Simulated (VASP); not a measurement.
A run of VASP 6.6.1:

Contents of INCAR:

```
SYSTEM = BN
  PREC = Accurate
  ENCUT = 520
  EDIFF = 1E-6
  ISMEAR = 0
  SIGMA = 0.05
  LREAL = .FALSE.
  LASPH = .TRUE.
  NELM = 80
  ALGO = Normal
  ISIF = 2
  LWAVE = .FALSE.
  LCHARG = .TRUE.
  LDIPOL = .TRUE.
  IDIPOL = 3
  DIPOL = 0.5 0.5 0.357
  GGA = PE
  IVDW = 12
  LELF = .TRUE.
  LVHAR = .TRUE.
  LVACPOTAV = .TRUE.
  NBANDS = 16
```

The input KPOINTS:

```
regular mesh
0
G
  12 12 1
  0 0 0
```

File POSCAR:

```
BN
1.0
    2.5087623753      0.0000000000      0.0000000000
   -1.2543811876      2.1726519491      0.0000000000
    0.0000000000      0.0000000000     17.5000000000
B N
2 2
Direct
    0.0000000000      0.0000000000      0.2571428571
    0.1666666667      0.3333333333      0.4563387182
    0.6666666667      0.3333333333      0.2570913472
    0.8333333333      0.6666666667      0.4563792940
```

Potentials or basis: VASP PAW PBE potentials, release 64 (B, N).

The run is started by

```sh
$ cat potpaw_PBE.64/B/POTCAR potpaw_PBE.64/N/POTCAR > POTCAR
$ mpirun -np 1 vasp_std > vasp.out
```

Hardware: 1 thread of Intel Xeon 8259CL (shared host).

Question: How long does it take, and how much memory?

Answer: Wall time 3.1 min on 1 thread of Intel Xeon 8259CL, with other jobs on the host, peak memory 0.25 GiB. Counts: scf iterations 20, k points 43.
